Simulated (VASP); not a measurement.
## Ga: single point with r2SCAN

The system is Ga.

```
CELL_PARAMETERS angstrom
2.67062 0.00000 0.00000
0.00000 2.67062 0.00000
0.00000 0.00000 2.67062
ATOMIC_POSITIONS crystal
Ga 0.00000 0.00000 0.00000
```

This isn't the form of Ga at room conditions, which is orthorhombic.

| Item | Value |
| --- | --- |
| Program | VASP 6.6.1 |
| Task | single point |
| Functional | r2SCAN |
| Potentials or basis | VASP PAW PBE potentials, release 64 (Ga_d) |
| Cutoff | 520 eV |
| k mesh | 11 × 11 × 11 |
| Occupations | fermi-dirac, width 0.1 eV |
| Spin | no spin polarisation |
| Dipole correction | no |
| Further INCAR settings | ALGO = Normal; EDIFF = 1e-07; NBANDS = 12 |

- Pressure: 0.0 GPa
- Band gap on the k mesh: zero (an odd number of electrons rules out a gap without spin polarisation)

Levels at points of the mesh, in eV from the Fermi level:
| k point | band 3 | band 4 | band 5 | band 6 | band 7 | band 8 | band 9 | band 10 |
| --- | --- | --- | --- | --- | --- | --- | --- | --- |
| (0.00, 0.00, 0.00) | -15.11 | -15.11 | -15.11 | -11.46 | 9.83 | 9.83 | 9.83 | 12.69 |

It took 41 s on 1 thread of AMD EPYC 7R13, with other jobs on the host, peak memory 0.1 GiB.

Caveat: the PAW data sets were made with another functional, which shifts forces and pressure a little.
